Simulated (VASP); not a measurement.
# NbAs (anti NiAs type) (P6_3/mmc) in VASP: single point with PBE

Aim: the single point of NbAs (anti NiAs type) with PBE.

Everything below comes from runs of VASP 6.6.1. Logs are shortened: lines on timing, memory, paths and dates and some standing lists are left out, and cuts for length are marked.

## Step 1: The cell of the first run

It takes space group P6_3/mmc (No. 194, hexagonal). The conventional cell has a = 3.289 Å, b = 3.289 Å, c = 6.964 Å, α = 90.00°, β = 90.00°, γ = 120.00°. As (site symmetry -3m) has 6 Nb at 2.58 Å and 8 As at 3.29 to 3.48 Å within 3.5 Å. Nb (site symmetry -6m2) has 6 As at 2.58 Å and 6 Nb at 3.29 Å within 3.4 Å.

## Step 2: Single point, PBE

Contents of INCAR:

```
SYSTEM = NbAs
  PREC = Accurate
  ENCUT = 520
  EDIFF = 1E-6
  ISMEAR = -1
  SIGMA = 0.05
  LREAL = .False.
  LASPH = .True.
  NELM = 80
  ALGO = Normal
  ISIF = 2
  LWAVE = .False.
  LCHARG = .False.
  GGA = PE
  NBANDS = 26
```

Contents of KPOINTS:

```
regular mesh
0
Gamma
  10 10 6
  0 0 0
```

Contents of POSCAR:

```
NbAs
1.0
    3.2885332643      0.0000000000      0.0000000000
   -1.6442666321      2.8479533481      0.0000000000
    0.0000000000      0.0000000000      6.9642061144
As Nb
2 2
Direct
    0.0000000000      0.0000000000      0.0000000000
    0.0000000000      0.0000000000      0.5000000000
    0.3333333333      0.6666666667      0.2500000000
    0.6666666667      0.3333333333      0.7500000000
```

Potentials or basis: VASP PAW PBE potentials, release 64 (As, Nb_sv).

Launch:

```bash
$ cat potpaw_PBE.64/As/POTCAR potpaw_PBE.64/Nb_sv/POTCAR > POTCAR
$ mpirun -np 1 vasp_std > vasp.out
```

OUTCAR:

```text
SYSTEM = NbAs
   PREC = Accurate
   ENCUT = 520
   EDIFF = 1E-6
   ISMEAR = -1
   LREAL = .False.
   LASPH = .True.
   NELM = 80
   ISIF = 2
   GGA = PE

 ion  position               nearest neighbor table
   1  0.000  0.000  0.000-   3 2.58   4 2.58   3 2.58   4 2.58   4 2.58   3 2.58
   2  0.000  0.000  0.500-   3 2.58   4 2.58   3 2.58   4 2.58   4 2.58   3 2.58
   3  0.333  0.667  0.250-   1 2.58   2 2.58   1 2.58   2 2.58   1 2.58   2 2.58
   4  0.667  0.333  0.750-   1 2.58   2 2.58   1 2.58   2 2.58   1 2.58   2 2.58

  LATTYP: Found a hexagonal cell.
 ALAT       =     3.2885332643
 C/A-ratio  =     2.1177240899

  Lattice vectors:

 A1 = (   3.2885332643,   0.0000000000,   0.0000000000)
 A2 = (  -1.6442666321,   2.8479533481,   0.0000000000)
 A3 = (   0.0000000000,   0.0000000000,   6.9642061144)

Analysis of symmetry for initial positions (statically):
=====================================================================
 Subroutine PRICEL returns:
 Original cell was already a primitive cell.

 Routine SETGRP: Setting up the symmetry group for a
 hexagonal supercell.

 Subroutine GETGRP returns: Found 24 space group operations
 (whereof 12 operations were pure point group operations)
 out of a pool of 24 trial point group operations.

The static configuration has the point symmetry D_3d.
 The point group associated with its full space group is D_6h.

Analysis of symmetry for dynamics (positions and initial velocities):
=====================================================================
 Subroutine PRICEL returns:
 Original cell was already a primitive cell.

 Routine SETGRP: Setting up the symmetry group for a
 hexagonal supercell.

 Subroutine GETGRP returns: Found 24 space group operations
 (whereof 12 operations were pure point group operations)
 out of a pool of 24 trial point group operations.

The dynamic configuration has the point symmetry D_3d.
 The point group associated with its full space group is D_6h.

 Subroutine INISYM returns: Found 24 space group operations
 (whereof 12 operations are pure point group operations),
 and found     1 'primitive' translations

----------------------------------------------------------------------------------------

                                     Primitive cell

  volume of cell :      65.2239

  direct lattice vectors                    reciprocal lattice vectors
     3.288533264  0.000000000  0.000000000     0.304086935  0.175564674  0.000000000
    -1.644266632  2.847953348  0.000000000     0.000000000  0.351129347  0.000000000
     0.000000000  0.000000000  6.964206114     0.000000000  0.000000000  0.143591385

  length of vectors
     3.288533264  3.288533264  6.964206114     0.351129347  0.351129347  0.143591385

  position of ions in fractional coordinates (direct lattice)
     0.000000000  0.000000000  0.000000000
     0.000000000  0.000000000  0.500000000
     0.333333333  0.666666667  0.250000000
     0.666666667  0.333333333  0.750000000

  ion indices of the primitive-cell ions
   primitive index   ion index
                 1           1
                 2           2
                 3           3
                 4           4

----------------------------------------------------------------------------------------

 KPOINTS: regular mesh

Automatic generation of k-mesh.
 Grid dimensions read from file:
 generate k-points for:   10   10    6

 Generating k-lattice:

  Cartesian coordinates                     Fractional coordinates (reciprocal lattice)
     0.030408693  0.017556467  0.000000000     0.100000000 -0.000000000  0.000000000
     0.000000000  0.035112935  0.000000000     0.000000000  0.100000000  0.000000000
     0.000000000  0.000000000  0.023931897     0.000000000  0.000000000  0.166666667

  Length of vectors
     0.035112935  0.035112935  0.023931897

  Shift w.r.t. Gamma in fractional coordinates (k-lattice)
     0.000000000  0.000000000  0.000000000

 Subroutine IBZKPT returns following result:
 ===========================================

 Found     56 irreducible k-points:

 Following reciprocal coordinates:
            Coordinates               Weight
  0.000000  0.000000  0.000000      1.000000
  0.100000  0.000000  0.000000      6.000000
  0.200000  0.000000  0.000000      6.000000
  0.300000  0.000000  0.000000      6.000000
  0.400000  0.000000  0.000000      6.000000
  0.500000  0.000000  0.000000      3.000000
[... 16 lines left out ...]
  0.300000  0.100000  0.166667     24.000000
  0.400000  0.100000  0.166667     24.000000
 [... further k-points ...]
   k-points           NKPTS =     56   k-points in BZ     NKDIM =     56   number of bands    NBANDS=     26
   number of dos      NEDOS =    301   number of ions     NIONS =      4
   total plane-waves  NPLWV =  31104
   dimension x,y,z NGX =    24 NGY =   24 NGZ =   54
   dimension x,y,z NGXF=    48 NGYF=   48 NGZF=  108
   ions per type =               2   2
   NGX,Y,Z   is equivalent  to a cutoff of  12.13, 12.13, 12.89 a.u.
   NGXF,Y,Z  is equivalent  to a cutoff of  24.27, 24.27, 25.78 a.u.
 SYSTEM =  NbAs
   PREC   = accura    normal or accurate (medium, high low for compatibility)
   ISTART =      0    job   : 0-new  1-cont  2-samecut
   ICHARG =      2    charge: 1-file 2-atom 10-const
   ISPIN  =      1    spin polarized calculation?
   LNONCOLLINEAR =      F non collinear calculations
   LSORBIT =      F    spin-orbit coupling
   LASPH  =      T    aspherical Exc in radial PAW
   ENCUT  =  520.0 eV  38.22 Ry    6.18 a.u.   6.11  6.11 12.95*2*pi/ulx,y,z
   NELM   =     80;   NELMIN=  2; NELMDL= -5     # of ELM steps
   EDIFF  = 0.1E-05   stopping-criterion for ELM
   LREAL  =      F    real-space projection
   EDIFFG = 0.1E-04   stopping-criterion for IOM
   NSW    =      0    number of steps for IOM
   IBRION =     -1    ionic relax: 0-MD 1-quasi-New 2-CG
   NFREE  =      0    steps in history (QN), initial steepest desc. (CG)
   ISIF   =      2    stress and relaxation
   ISYM   =      2    0-nonsym 1-usesym 2-fastsym
   POTIM  = 0.5000    time-step for ionic-motion
   TEBEG  =    0.0;   TEEND  =   0.0 temperature during run
   PSTRESS=    0.0 pullay stress
   NELECT =      36.0000    total number of electrons
   NUPDOWN=      -1.0000    fix difference up-down
   EMIN   =  10.00;   EMAX   =-10.00  energy-range for DOS
   EFERMI =   0.00;   METHOD = LEGACY
   ISMEAR =    -1;   SIGMA  =   0.05  broadening in eV -4-tet -1-fermi 0-gaus
   EFERMI_NEDOS =   21; number of points for ismear=-14 and -15
   IALGO  =     38    algorithm
   IMIX   =      4    mixing-type and parameters
     AMIX     =   0.40;   BMIX     =  1.00
     AMIX_MAG =   1.60;   BMIX_MAG =  1.00
  volume/ion in A,a.u.               =      16.31       110.04
  Fermi-wavevector in a.u.,A,eV,Ry     =   1.342889  2.537692 24.536075  1.803351
  Thomas-Fermi vector in A             =   2.471007
   LORBIT       =      0    0 simple, 1 ext, 2 COOP (PROOUT), +10 PAW based schemes
   GGA     = PE    functional components
   LHFCALC =     F    Hartree Fock is set to
   AEXX    =    0.0000 exact exchange contribution
   IVDW    =     0    specifies the selected vdW correction
   LEPSILON=     F    determine dielectric tensor
   LRPA    =     F    only Hartree local field effects (RPA)
 non-spin polarized calculation
  energy-cutoff  :      520.00
  volume of cell :       65.22
 maximum number of plane-waves:      1776
   NGX = 13   NGY = 13   NGZ = 25

 number of electron      36.0000000 magnetization

 Free energy of the ion-electron system (eV)
  ---------------------------------------------------
  ext. energy  EPLUGINS =         0.00000000
  ---------------------------------------------------
  free energy    TOTEN  =       -30.79231775 eV

  energy without entropy =      -30.78129052  energy(sigma->0) =      -30.78680413

 E-fermi :  10.7237     XC(G=0): -12.1780

 val. band max:       10.6939839387   @ k =   0.3000   0.3000   0.3333
 cond. band min:      10.7327843756   @ k =   0.1000   0.0000   0.3333
 fundamental gap:      0.0388004369
 Fermi energy:        10.7237103827

 k-point     1 :       0.0000    0.0000    0.0000
  band No.  band energies     occupation
      1     -44.4324      2.00000
      2     -44.4260      2.00000
      3     -20.8051      2.00000
      4     -20.6575      2.00000
      5     -20.3176      2.00000
      6     -20.3176      2.00000
[... 18 lines left out ...]
     25      15.8323      0.00000
     26      15.8581      0.00000

 k-point     2 :       0.1000    0.0000    0.0000
  band No.  band energies     occupation
      1     -44.4282      2.00000
      2     -44.4220      2.00000
      3     -20.7930      2.00000
      4     -20.6520      2.00000
      5     -20.3623      2.00000
      6     -20.3553      2.00000
[... 18 lines left out ...]
     25      15.4026      0.00000
     26      15.7878      0.00000

 k-point     3 :       0.2000    0.0000    0.0000
  band No.  band energies     occupation
      1     -44.4172      2.00000
      2     -44.4116      2.00000
      3     -20.7605      2.00000
      4     -20.6381      2.00000
      5     -20.4726      2.00000
      6     -20.4591      2.00000
[... 18 lines left out ...]
     25      14.6384      0.00000
     26      16.4890      0.00000

 k-point     4 :       0.3000    0.0000    0.0000
  band No.  band energies     occupation
      1     -44.4035      2.00000
      2     -44.3988      2.00000
      3     -20.7178      2.00000
      4     -20.6233      2.00000
      5     -20.6050      2.00000
      6     -20.5861      2.00000
[... 18 lines left out ...]
     25      15.4345      0.00000
     26      17.2889      0.00000
[... 496 lines left out ...]
      1     -44.4079      2.00000
      2     -44.4036      2.00000
      3     -20.7267      2.00000
      4     -20.6364      2.00000
      5     -20.5455      2.00000
      6     -20.5350      2.00000
[... 18 lines left out ...]
     25      14.5772      0.00000
     26      17.0433      0.00000

 k-point    23 :       0.3000    0.1000    0.1667
  band No.  band energies     occupation
      1     -44.3954      2.00000
      2     -44.3921      2.00000
      3     -20.6911      2.00000
      4     -20.6581      2.00000
      5     -20.6424      2.00000
      6     -20.6166      2.00000
[... 18 lines left out ...]
     25      15.2429      0.00000
     26      17.1792      0.00000

 k-point    24 :       0.4000    0.1000    0.1667
  band No.  band energies     occupation
      1     -44.3875      2.00000
      2     -44.3851      2.00000
      3     -20.7281      2.00000
      4     -20.7078      2.00000
      5     -20.6562      2.00000
      6     -20.6156      2.00000
[... 18 lines left out ...]
     25      15.7027      0.00000
     26      16.0012      0.00000

 [... further k-points ...]

------------------------ aborting loop because EDIFF is reached ----------------------------------------

  FORCE on cell =-STRESS in cart. coord.  units (eV):
  Direction    XX          YY          ZZ          XY          YZ          ZX
  --------------------------------------------------------------------------------------
  -------------------------------------------------------------------------------------
  Total        6.9351279      6.9351279      6.9987598      0.0000000      0.0000000      0.0000000
  in kB      170.3563509    170.3563509    171.9194236      0.0000000      0.0000000      0.0000000
  external PRESSURE =     170.8773751 kB  Pullay stress =       0.0000000 kB

 VOLUME and BASIS-vectors are now :
 -----------------------------------------------------------------------------
  energy-cutoff  :      520.00
  volume of cell :       65.22
      direct lattice vectors                 reciprocal lattice vectors
     3.288533264  0.000000000  0.000000000     0.304086935  0.175564674  0.000000000
    -1.644266632  2.847953348  0.000000000     0.000000000  0.351129347  0.000000000
     0.000000000  0.000000000  6.964206114     0.000000000  0.000000000  0.143591385

 POSITION                                       TOTAL-FORCE (eV/Angst)
 -----------------------------------------------------------------------------------
      0.00000      0.00000      0.00000        -0.000000      0.000000     -0.000000
      0.00000      0.00000      3.48210         0.000000      0.000000     -0.000000
     -0.00000      1.89864      1.74105         0.000000     -0.000000     -0.000000
      1.64427      0.94932      5.22315        -0.000000      0.000000      0.000000
 -----------------------------------------------------------------------------------
    total drift:                               -0.000000      0.000000     -0.000000

  FREE ENERGIE OF THE ION-ELECTRON SYSTEM (eV)
  ---------------------------------------------------
  free  energy   TOTEN  =       -30.7923177451 eV

  energy  without entropy=      -30.7812905243  energy(sigma->0) =      -30.78680413
```

It took 72 s on 1 thread of Intel Xeon Platinum 8259CL at 2.50GHz (Skylake/Cascade Lake), shared host; peak memory 0.23 GiB.

Results:

```
Free energy            : -30.7923 eV
Pressure               : 17.1 GPa
Band gap on the k mesh : zero (bands 18 and 19 overlap by 0.84 eV)
```

Levels at points of the mesh, in eV from the Fermi level:
```csv
k point,band 14,band 15,band 16,band 17,band 18,band 19,band 20,band 21,band 22,band 23
"(0.00, 0.00, 0.00)",-2.10,-1.07,-0.83,-0.83,-0.66,-0.66,0.21,0.21,0.40,4.79
"(0.50, 0.00, 0.00)",-3.27,-2.90,-2.36,-0.40,0.02,0.53,1.14,1.80,2.66,2.83
"(0.00, 0.00, 0.50)",-1.83,-1.83,-1.83,0.07,0.07,0.39,0.39,0.39,0.39,4.28
"(0.50, 0.00, 0.50)",-4.73,-2.41,-2.41,-1.04,-1.04,2.29,2.29,2.46,2.46,3.79
```

Caveat: the cell stands under pressure.
